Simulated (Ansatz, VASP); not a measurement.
**TiO2: VASP beside Ansatz**

Contents of INCAR:

```
SYSTEM = TiO2
ALGO = Normal
EDIFF = 1E-7
ENCUT = 520
GGA = VW
ISIF = 2
ISMEAR = -1
LASPH = .TRUE.
LCHARG = .FALSE.
LREAL = .FALSE.
LWAVE = .FALSE.
NBANDS = 60
NELM = 80
PREC = Accurate
SIGMA = 0.05
```

KPOINTS

```
k-points
0
G
  8 8 4
  0 0 0
```

File POSCAR:

```
TiO2
1.0
    6.0704105496     -1.8580131025      0.0000000000
    6.0704105496      1.8580131025      0.0000000000
   -1.9022644521      0.0000000000      6.2434298064
Ti O
4 8
Direct
    0.9000710000      0.9000710000      0.2896020000
    0.1952860000      0.1952860000      0.2837620000
    0.0999290000      0.0999290000      0.7103980000
    0.8047140000      0.8047140000      0.7162380000
    0.3619310000      0.3619310000      0.2933970000
    0.2634885000      0.2634885000      0.6525000000
    0.8671885000      0.8671885000      0.9952910000
    0.7365115000      0.7365115000      0.3475000000
    0.9416475000      0.9416475000      0.6300210000
    0.1328115000      0.1328115000      0.0047090000
    0.6380690000      0.6380690000      0.7066030000
    0.0583525000      0.0583525000      0.3699790000
```

input.yaml

```yaml
crystal:
  lattice:
    - [6.0704105496, -1.8580131025, 0.0]
    - [6.0704105496, 1.8580131025, 0.0]
    - [-1.9022644521, 0.0, 6.2434298064]
  atoms:
    - { symbol: Ti, position: [0.900071, 0.900071, 0.289602] }
    - { symbol: Ti, position: [0.195286, 0.195286, 0.283762] }
    - { symbol: Ti, position: [0.099929, 0.099929, 0.710398] }
    - { symbol: Ti, position: [0.804714, 0.804714, 0.716238] }
    - { symbol: O, position: [0.361931, 0.361931, 0.293397] }
    - { symbol: O, position: [0.2634885, 0.2634885, 0.6525] }
    - { symbol: O, position: [0.8671885, 0.8671885, 0.995291] }
    - { symbol: O, position: [0.7365115, 0.7365115, 0.3475] }
    - { symbol: O, position: [0.9416475, 0.9416475, 0.630021] }
    - { symbol: O, position: [0.1328115, 0.1328115, 0.004709] }
    - { symbol: O, position: [0.638069, 0.638069, 0.706603] }
    - { symbol: O, position: [0.0583525, 0.0583525, 0.369979] }
hamiltonian:
  xc: { exchange: slater, correlation: vwn5 }
  pseudopotentials: { kind: paw }
kpoints:
  mp_grid: { grid: [8, 8, 4] }
scf:
  occupations: { method: fermi_dirac, width: 0.05 }
output:
  forces: true
  stress: true
  eigenvalues: true
```

Alike in both runs: task single point; functional SVWN5; k mesh 8 × 8 × 4; occupations fermi-dirac, width 0.05 eV; no spin polarisation.

|  | VASP | Ansatz |
| --- | --- | --- |
| version | VASP 6.6.1 | Ansatz 0.2.0 |
| potentials or method | VASP PAW PBE potentials, release 64 (Ti_sv, O) | Ansatz PAW |
| plane-wave cutoff (eV) | 520 | 420 |
| valence electrons in the cell | 96 | 96 |

Ansatz gave:

```
gap on the k mesh at the Fermi level (eV)                     : 2.80
least direct gap on the mesh (eV)                             : 2.99
pressure (GPa)                                                : -4.2
traceless stress, the component that is largest in VASP (GPa) : 0.08
rms of the force components (eV/Å)                            : 0.056
```

Q: What did VASP give for the same quantities?

A: gap on the k mesh at the Fermi level (eV): 2.78; least direct gap on the mesh (eV): 2.97; pressure (GPa): -3.2; traceless stress, the component that is largest in VASP (GPa): 0.28; rms of the force components (eV/Å): 0.093.

VASP's potentials were made for PBE, not for SVWN5. Atom by atom the forces differ by 0.045 eV/Å (rms over components). With one functional, cell and mesh, what is left measures potentials, basis and numerics.
